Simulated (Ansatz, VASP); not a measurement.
# Two plane-wave programs on Nb

```xyz
1
Lattice="-1.6332 1.6332 1.6332 1.6332 -1.6332 1.6332 1.6332 1.6332 -1.6332" Properties=species:S:1:pos:R:3 pbc="T T T"
Nb    0.0000    0.0000    0.0000
```

Alike in both runs: functional PBE; dispersion D3(BJ); k mesh 18 × 18 × 18; occupations gaussian, width 0.1 eV; no spin polarisation.

Ansatz relaxed the structure, and its values are those at the end. VASP's run is a single point on that final structure, the one shown.

```csv
,VASP,Ansatz
version,VASP 6.6.1,Ansatz 0.2.0
potentials or method,"VASP PAW PBE potentials, release 64 (Nb_sv), cutoff 520 eV","scalar-relativistic, plane waves, PAW"
valence electrons in the cell,13,13
```

```csv
,VASP,Ansatz,Ansatz less VASP
gap on the k mesh at the Fermi level (eV),none,none,-
pressure (GPa),-0.3,0.0,+0.33
```

A gap of «none» marks a metal or a gap that the smearing closes.
